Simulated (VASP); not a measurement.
Sc: electric field gradients with LDA

Sc:

```
Sc
1.0
     3.30880    0.00000    0.00000
    -1.65440    2.86550    0.00000
     0.00000    0.00000    5.26800
Sc
2
Direct
  0.33333 0.66667 0.25000
  0.66667 0.33333 0.75000
```

```yaml
Program: VASP 6.6.1
Task: electric field gradients
Functional: LDA
Potentials_or_basis: VASP PAW LDA potentials, release 64 (Sc_sv)
Cutoff: 520 eV
k_mesh: 13 × 13 × 7
Occupations: fermi-dirac, width 0.03 eV
Spin: no spin polarisation
Dipole_correction: no
Further_INCAR_settings: ALGO = Normal; EDIFF = 1e-08; NBANDS = 18
```

```
Pressure                                : -5.2 GPa
Band gap on the k mesh                  : zero (bands 11 and 12 overlap by 1.19 eV)
Largest electric field gradient by atom : Sc +9.6 V/Å²
```

Stress tensor (GPa, compression positive):
```
-4.64  0.00  0.00
 0.00 -4.64  0.00
 0.00  0.00 -6.45
```

Levels at points of the mesh, in eV from the Fermi level:
```tsv
k point	band 7	band 8	band 9	band 10	band 11	band 12	band 13	band 14	band 15	band 16
(0.00, 0.00, 0.00)	-27.62	-27.60	-5.06	-1.68	0.52	1.53	1.53	1.65	1.93	1.93
```

Electric field gradients, principal values (V/Å²):
```
atom   least  middle  greatest (by size)
1 Sc  -4.783  -4.784               9.567
2 Sc  -4.783  -4.784               9.567
```

It took 49 s on 1 thread of Oxide Virtual Turin-like Processor, with other jobs on the host, peak memory 0.16 GiB.

Caveat: the cell stands under tension; without QUAD_EFG the Cq values of the log hold for a quadrupole moment of 1 mb, not for the nuclei.
